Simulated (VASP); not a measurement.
# Ni (Fm-3m) in VASP: further runs

Runs on Ni. Level: PBE. Tasks: single point.

Program: VASP 6.6.1. These are calculated values, not measurements. Logs are shortened: lines on timing, memory, paths and dates and some standing lists are left out, and cuts for length are marked.

## Step 1: The cell of the first run

It takes space group Fm-3m (No. 225, cubic). The conventional cell has a = 3.516 Å, b = 3.516 Å, c = 3.516 Å, α = 90.00°, β = 90.00°, γ = 90.00°. Within 3.3 Å of Ni (site symmetry m-3m) lie 12 Ni at 2.49 Å.

## Step 2: Single point, PBE, collinear spin, ferromagnetic start

INCAR

```
PREC     = Accurate       # precision mode
ENCUT    = 520            # plane-wave cutoff, eV
EDIFF    = 1E-6           # SCF threshold, eV
ISMEAR   = -1             # smearing method
SIGMA    = 0.1            # smearing width, eV
LREAL    = F              # projectors in reciprocal space
LASPH    = T              # aspherical terms in the spheres
NELM     = 150            # most SCF steps
ALGO     = Normal         # electronic algorithm
ISIF     = 2              # what is computed and relaxed
LWAVE    = F              # write WAVECAR
LCHARG   = F              # write CHGCAR
ISPIN    = 2              # spin polarisation
MAGMOM   = 0.4 0.4        # initial moments
LORBIT   = 11             # projections on sites
LMAXMIX  = 4              # l up to which the mixer works
GGA      = PE             # functional
NBANDS   = 21             # bands
```

KPOINTS

```
regular mesh
0
Gamma
  7 14 14
```

POSCAR

```
Ni
1.0
    0.0000000000      3.5160000000      3.5160000000
    1.7580000000      0.0000000000      1.7580000000
    1.7580000000      1.7580000000      0.0000000000
Ni
2
Direct
    0.0000000000      0.0000000000      0.0000000000
    0.5000000000      0.0000000000      0.0000000000
```

Potentials or basis: VASP PAW PBE potentials, release 64 (Ni).

Run with:

```
cat potpaw_PBE.64/Ni/POTCAR > POTCAR
mpirun -np 1 vasp_std > vasp.out
```

OUTCAR:

```text
PREC = Accurate
   ENCUT = 520
   EDIFF = 1E-6
   ISMEAR = -1
   LREAL = F
   LASPH = T
   NELM = 150
   ISIF = 2
   ISPIN = 2
   LORBIT = 11
   GGA = PE

 ion  position               nearest neighbor table
   1  0.000  0.000  0.000-   2 2.49   2 2.49   2 2.49   2 2.49   2 2.49   2 2.49
   2  0.500  0.000  0.000-   1 2.49   1 2.49   1 2.49   1 2.49   1 2.49   1 2.49

  LATTYP: Found a trigonal (rhomboedric) cell.
 ALAT       =     4.3062029678
 COS(alpha) =     0.8333333333

  Lattice vectors:

 A1 = (   1.7580000000,  -1.7580000000,  -3.5160000000)
 A2 = (   3.5160000000,  -1.7580000000,  -1.7580000000)
 A3 = (   1.7580000000,  -3.5160000000,  -1.7580000000)

Analysis of symmetry for initial positions (statically):
=====================================================================
 Subroutine PRICEL returns following result:

  LATTYP: Found a face centered cubic cell.
 ALAT       =     3.5160000000

  Lattice vectors:

 A1 = (   0.0000000000,   1.7580000000,   1.7580000000)
 A2 = (   1.7580000000,   0.0000000000,   1.7580000000)
 A3 = (   1.7580000000,   1.7580000000,   0.0000000000)

   2 primitive cells build up your supercell.

 Routine SETGRP: Setting up the symmetry group for a
 trigonal (rhombohedral) supercell.

 Subroutine GETGRP returns: Found 12 space group operations
 (whereof 12 operations were pure point group operations)
 out of a pool of 12 trial point group operations.

The static configuration has the point symmetry D_3d.

Analysis of symmetry for dynamics (positions and initial velocities):
=====================================================================
 Subroutine PRICEL returns following result:

  LATTYP: Found a face centered cubic cell.
 ALAT       =     3.5160000000

  Lattice vectors:

 A1 = (   0.0000000000,   1.7580000000,   1.7580000000)
 A2 = (   1.7580000000,   0.0000000000,   1.7580000000)
 A3 = (   1.7580000000,   1.7580000000,   0.0000000000)

   2 primitive cells build up your supercell.

 Routine SETGRP: Setting up the symmetry group for a
 trigonal (rhombohedral) supercell.

 Subroutine GETGRP returns: Found 12 space group operations
 (whereof 12 operations were pure point group operations)
 out of a pool of 12 trial point group operations.

The dynamic configuration has the point symmetry D_3d.

Analysis of structural, dynamic, and magnetic symmetry:
=====================================================================
 Subroutine PRICEL returns following result:

  LATTYP: Found a face centered cubic cell.
 ALAT       =     3.5160000000

  Lattice vectors:

 A1 = (   0.0000000000,   1.7580000000,   1.7580000000)
 A2 = (   1.7580000000,   0.0000000000,   1.7580000000)
 A3 = (   1.7580000000,   1.7580000000,   0.0000000000)

   2 primitive cells build up your supercell.

 Routine SETGRP: Setting up the symmetry group for a
 trigonal (rhombohedral) supercell.

 Subroutine GETGRP returns: Found 12 space group operations
 (whereof 12 operations were pure point group operations)
 out of a pool of 12 trial point group operations.

The overall configuration has the point symmetry D_3d.

 Subroutine INISYM returns: Found 12 space group operations
 (whereof 12 operations are pure point group operations),
 and found     2 'primitive' translations

----------------------------------------------------------------------------------------

                                     Primitive cell

  volume of cell :      10.8664

  direct lattice vectors                    reciprocal lattice vectors
     0.000000000  1.758000000  1.758000000    -0.284414107  0.284414107  0.284414107
     1.758000000  0.000000000  1.758000000     0.284414107 -0.284414107  0.284414107
     1.758000000  1.758000000  0.000000000     0.284414107  0.284414107 -0.284414107

  length of vectors
     2.486187443  2.486187443  2.486187443     0.492619684  0.492619684  0.492619684

  position of ions in fractional coordinates (direct lattice)
     0.000000000  0.000000000  0.000000000

  ion indices of the primitive-cell ions
   primitive index   ion index
                 1           1

----------------------------------------------------------------------------------------

 KPOINTS: regular mesh

Automatic generation of k-mesh.
 Grid dimensions read from file:
 generate k-points for:    7   14   14

 Generating k-lattice:

  Cartesian coordinates                     Fractional coordinates (reciprocal lattice)
    -0.020315293  0.020315293  0.020315293     0.142857143  0.000000000  0.000000000
     0.020315293 -0.020315293  0.020315293     0.000000000  0.071428571  0.000000000
     0.020315293  0.020315293 -0.020315293     0.000000000  0.000000000  0.071428571

  Length of vectors
     0.035187120  0.035187120  0.035187120

  Shift w.r.t. Gamma in fractional coordinates (k-lattice)
     0.000000000  0.000000000  0.000000000

 -----------------------------------------------------------------------------
|                                                                             |
|           W    W    AA    RRRRR   N    N  II  N    N   GGGG   !!!           |
|           W    W   A  A   R    R  NN   N  II  NN   N  G    G  !!!           |
|           W    W  A    A  R    R  N N  N  II  N N  N  G       !!!           |
|           W WW W  AAAAAA  RRRRR   N  N N  II  N  N N  G  GGG   !            |
|           WW  WW  A    A  R   R   N   NN  II  N   NN  G    G                |
|           W    W  A    A  R    R  N    N  II  N    N   GGGG   !!!           |
|                                                                             |
|     Your reciprocal lattice and k-lattice belong to different lattice       |
|     classes:                                                                |
|                                                                             |
|        The reciprocal lattice is rhombohedral (trigonal),                   |
|        whereas your k-lattice is body-centered cubic.                       |
|                                                                             |
|     Results are often still useful ...                                      |
|                                                                             |
 -----------------------------------------------------------------------------

 Subroutine IBZKPT returns following result:
 ===========================================

 Found    144 irreducible k-points:

 Following reciprocal coordinates:
            Coordinates               Weight
  0.000000  0.000000  0.000000      1.000000
  0.142857  0.000000  0.000000      2.000000
  0.285714  0.000000  0.000000      2.000000
  0.428571  0.000000  0.000000      2.000000
  0.000000  0.071429  0.000000      6.000000
  0.142857  0.071429  0.000000      6.000000
[... 16 lines left out ...]
 -0.428571  0.214286  0.000000      6.000000
 -0.285714  0.214286  0.000000      6.000000
 [... further k-points ...]
   k-points           NKPTS =    144   k-points in BZ     NKDIM =    144   number of bands    NBANDS=     21
   number of dos      NEDOS =    301   number of ions     NIONS =      2
   total plane-waves  NPLWV =  12960
   dimension x,y,z NGX =    40 NGY =   18 NGZ =   18
   dimension x,y,z NGXF=    80 NGYF=   36 NGZF=   36
   ions per type =               2
   NGX,Y,Z   is equivalent  to a cutoff of  13.37, 12.04, 12.04 a.u.
   NGXF,Y,Z  is equivalent  to a cutoff of  26.75, 24.07, 24.07 a.u.
 SYSTEM =  unknown system
   PREC   = accura    normal or accurate (medium, high low for compatibility)
   ISTART =      0    job   : 0-new  1-cont  2-samecut
   ICHARG =      2    charge: 1-file 2-atom 10-const
   ISPIN  =      2    spin polarized calculation?
   LNONCOLLINEAR =      F non collinear calculations
   LSORBIT =      F    spin-orbit coupling
   LASPH  =      T    aspherical Exc in radial PAW
   ENCUT  =  520.0 eV  38.22 Ry    6.18 a.u.   9.25  4.62  4.62*2*pi/ulx,y,z
   NELM   =    150;   NELMIN=  2; NELMDL= -5     # of ELM steps
   EDIFF  = 0.1E-05   stopping-criterion for ELM
   LREAL  =      F    real-space projection
[... 7 lines left out ...]
   TEBEG  =    0.0;   TEEND  =   0.0 temperature during run
   PSTRESS=    0.0 pullay stress
   NELECT =      20.0000    total number of electrons
   NUPDOWN=      -1.0000    fix difference up-down
   EMIN   =  10.00;   EMAX   =-10.00  energy-range for DOS
   EFERMI =   0.00;   METHOD = LEGACY
   ISMEAR =    -1;   SIGMA  =   0.10  broadening in eV -4-tet -1-fermi 0-gaus
   EFERMI_NEDOS =   21; number of points for ismear=-14 and -15
   IALGO  =     38    algorithm
   IMIX   =      4    mixing-type and parameters
     AMIX     =   0.40;   BMIX     =  1.00
     AMIX_MAG =   1.60;   BMIX_MAG =  1.00
  volume/ion in A,a.u.               =      10.87        73.33
  Fermi-wavevector in a.u.,A,eV,Ry     =   1.592377  3.009157 34.499821  2.535665
  Thomas-Fermi vector in A             =   2.690772
   LORBIT       =     11    0 simple, 1 ext, 2 COOP (PROOUT), +10 PAW based schemes
   GGA     = PE    functional components
   LHFCALC =     F    Hartree Fock is set to
   AEXX    =    0.0000 exact exchange contribution
   IVDW    =     0    specifies the selected vdW correction
   LEPSILON=     F    determine dielectric tensor
   LRPA    =     F    only Hartree local field effects (RPA)
 spin polarized calculation
  energy-cutoff  :      520.00
  volume of cell :       21.73
 maximum number of plane-waves:       602
 NGX is ok and might be reduce to    40
   NGX = 19   NGY =  9   NGZ =  9

 number of electron      20.0000023 magnetization       1.1844721

 Free energy of the ion-electron system (eV)
  ---------------------------------------------------
  ext. energy  EPLUGINS =         0.00000000
  ---------------------------------------------------
  free energy    TOTEN  =       -10.99433669 eV

  energy without entropy =      -10.88150309  energy(sigma->0) =      -10.93791989

 E-fermi :   9.3772     XC(G=0): -13.2626

 val. band max:        9.3740292481   @ k =  -0.2857   0.4286   0.0714
 cond. band min:       9.3795985892   @ k =   0.2857   0.4286   0.1429
 fundamental gap:      0.0055693411
 Fermi energy:         9.3772340149

 spin component 1

 k-point     1 :       0.0000    0.0000    0.0000
  band No.  band energies     occupation
      1       0.3759      1.00000
      2       4.5707      1.00000
      3       6.9865      1.00000
      4       6.9865      1.00000
      5       6.9865      1.00000
      6       6.9954      1.00000
[... 13 lines left out ...]
     20      36.9975      0.00000
     21      36.9975      0.00000
[... 529 lines left out ...]
 k-point    24 :      -0.2857    0.2143    0.0000
  band No.  band energies     occupation
      1       3.3898      1.00000
      2       4.2400      1.00000
      3       5.9864      1.00000
      4       6.4342      1.00000
      5       7.1143      1.00000
      6       7.1377      1.00000
[... 13 lines left out ...]
     20      36.6744      0.00000
     21      37.5638      0.00000

 [... further k-points ...]

 spin component 2

 k-point     1 :       0.0000    0.0000    0.0000
  band No.  band energies     occupation
      1       0.3396      1.00000
      2       4.9729      1.00000
      3       7.5833      1.00000
      4       7.5833      1.00000
      5       7.6914      1.00000
      6       7.6914      1.00000
[... 13 lines left out ...]
     20      37.0023      0.00000
     21      37.0078      0.00000
[... 529 lines left out ...]
 k-point    24 :      -0.2857    0.2143    0.0000
  band No.  band energies     occupation
      1       3.3975      1.00000
      2       4.3091      1.00000
      3       6.5863      1.00000
      4       7.0518      1.00000
      5       7.6751      1.00000
      6       7.7134      1.00000
[... 13 lines left out ...]
     20      36.7331      0.00000
     21      37.6619      0.00000

 [... further k-points ...]

------------------------ aborting loop because EDIFF is reached ----------------------------------------

  FORCE on cell =-STRESS in cart. coord.  units (eV):
  Direction    XX          YY          ZZ          XY          YZ          ZX
  --------------------------------------------------------------------------------------
  -------------------------------------------------------------------------------------
  Total        0.0719959      0.0719959      0.0719959      0.0000355     -0.0000355      0.0000355
  in kB        5.3076441      5.3076441      5.3076441      0.0026137     -0.0026137      0.0026137
  external PRESSURE =       5.3076441 kB  Pullay stress =       0.0000000 kB

 VOLUME and BASIS-vectors are now :
 -----------------------------------------------------------------------------
  energy-cutoff  :      520.00
  volume of cell :       21.73
      direct lattice vectors                 reciprocal lattice vectors
     0.000000000  3.516000000  3.516000000    -0.142207053  0.142207053  0.142207053
     1.758000000  0.000000000  1.758000000     0.284414107 -0.284414107  0.284414107
     1.758000000  1.758000000  0.000000000     0.284414107  0.284414107 -0.284414107

 POSITION                                       TOTAL-FORCE (eV/Angst)
 -----------------------------------------------------------------------------------
      0.00000      0.00000      0.00000         0.000000     -0.000000     -0.000000
      0.00000      1.75800      1.75800        -0.000000      0.000000      0.000000
 -----------------------------------------------------------------------------------
    total drift:                               -0.000000     -0.000000     -0.000000

  FREE ENERGIE OF THE ION-ELECTRON SYSTEM (eV)
  ---------------------------------------------------
  free  energy   TOTEN  =       -10.9943366893 eV

  energy  without entropy=      -10.8815030890  energy(sigma->0) =      -10.93791989

 total charge

# of ion       s       p       d       tot
------------------------------------------
    1        0.498   0.499   8.316   9.312
    2        0.498   0.499   8.316   9.312
--------------------------------------------------
tot          0.995   0.997  16.632  18.625

 magnetization (x)

# of ion       s       p       d       tot
------------------------------------------
    1       -0.007  -0.025   0.636   0.604
    2       -0.007  -0.025   0.636   0.604
--------------------------------------------------
tot         -0.014  -0.049   1.272   1.208
```

Wall time 2.3 min (1 thread of Intel Xeon 8259CL, shared host); peak memory 0.21 GiB.

Results:

- Free energy: -10.9943 eV
- Pressure: 0.5 GPa
- Net moment: 1.18 μB per cell
- Site moments: Ni +0.60 μB
- Valence electrons inside the program's atomic spheres: Ni 9.31

Levels at points of the mesh, in eV from the Fermi level:
Spin up:
```tsv
k point	band 8	band 9	band 10	band 11	band 12	band 13	band 14	band 15
(0.00, 0.00, 0.00)	-1.23	-1.23	-0.56	-0.56	-0.28	5.70	22.24	23.75
(0.00, 0.50, 0.00)	-0.52	-0.42	-0.42	-0.28	2.47	5.70	9.25	14.85
```
Spin down:
```
           k point  band 6  band 7  band 8  band 9  band 10  band 11  band 12  band 13
(0.00, 0.00, 0.00)   -1.69   -1.69   -0.66   -0.66    -0.34     0.16     0.16     6.10
(0.00, 0.50, 0.00)   -0.34    0.08    0.16    0.16     0.39     0.39     2.42     6.10
```

[end of part 1 of 2]
